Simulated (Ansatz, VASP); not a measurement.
## One calculation of AlN, two programs

The input POSCAR:

```
AlN
1.0
    3.1065679352      0.0000000000      0.0000000000
   -1.5532839676      2.6903667505      0.0000000000
    0.0000000000      0.0000000000      4.9780667183
Al N
2 2
Direct
    0.3333333333      0.6666666667     -0.0442065358
    0.6666666667      0.3333333333      0.4557934642
    0.3333333333      0.6666666667      0.4262065358
    0.6666666667      0.3333333333      0.9262065358
```

File INCAR.step1:

```
PREC = Accurate ; ENCUT = 520
ISMEAR = 0 ; SIGMA = 0.01
LREAL = F ; LASPH = T
NELM = 100 ; NBANDS = 16
GGA = PE ; ALGO = Normal
EDIFF = 1E-4 ; LWAVE = T
LCHARG = F
```

INCAR.step2

```
PREC = Accurate ; ENCUT = 520
EDIFF = 1E-6 ; ISMEAR = 0
SIGMA = 0.01 ; LREAL = F
LASPH = T ; NELM = 100
ALGO = Normal ; ISIF = 2
LWAVE = F ; LCHARG = F
METAGGA = R2SCAN ; LMIXTAU = T
NBANDS = 16 ; ISTART = 1
```

Contents of KPOINTS:

```
Automatic mesh
0
Gamma
  9 9 6
```

Input for Ansatz:

```yaml
crystal:
  lattice:
    - [3.1065679352, 0.0, 0.0]
    - [-1.5532839676, 2.6903667505, 0.0]
    - [0.0, 0.0, 4.9780667183]
  atoms:
    - { symbol: Al, position: [0.3333333333, 0.6666666667, -0.0442065358] }
    - { symbol: Al, position: [0.6666666667, 0.3333333333, 0.4557934642] }
    - { symbol: "N", position: [0.3333333333, 0.6666666667, 0.4262065358] }
    - { symbol: "N", position: [0.6666666667, 0.3333333333, 0.9262065358] }
basis:
  ecutwfc: 500
  xc_grid: 2
kpoints:
  mp_grid: { grid: [9, 9, 6] }
hamiltonian:
  xc: r2scan
  pseudopotentials: { kind: paw, azcp: { folder: soft_1 } }
scf:
  occupations: { method: fixed }
output:
  forces: true
  stress: true
  eigenvalues: true
  polarization: {}
```

Change from the starting cell: polar distortion scaled by 0.25.

Alike in both runs: task single point; functional r2SCAN; k mesh 9 × 9 × 6; no spin polarisation.

```csv
,VASP,Ansatz
version,VASP 6.6.1,Ansatz 0.2.0
potentials or method,"VASP PAW PBE potentials, release 64 (Al, N), cutoff 520 eV","scalar-relativistic, plane waves, PAW"
occupations,"gaussian, width 0.01 eV",fixed
valence electrons in the cell,16,16
```

VASP gave:

| Property | Result |
| --- | --- |
| gap on the k mesh at the Fermi level (eV) | 3.50 |
| least direct gap on the mesh (eV) | 3.50 |
| pressure (GPa) | 7.4 |
| traceless stress, the component that is largest in VASP (GPa) | -19.37 |
| rms of the force components (eV/Å) | 0.517 |

Q: Which values does Ansatz return?

A: gap on the k mesh at the Fermi level (eV): 3.47; least direct gap on the mesh (eV): 3.47; pressure (GPa): 7.6; traceless stress, the component that is largest in VASP (GPa): -19.09; rms of the force components (eV/Å): 0.509.

VASP's potentials were made for PBE, not for r2SCAN. Atom by atom the forces differ by 0.008 eV/Å (rms over components).
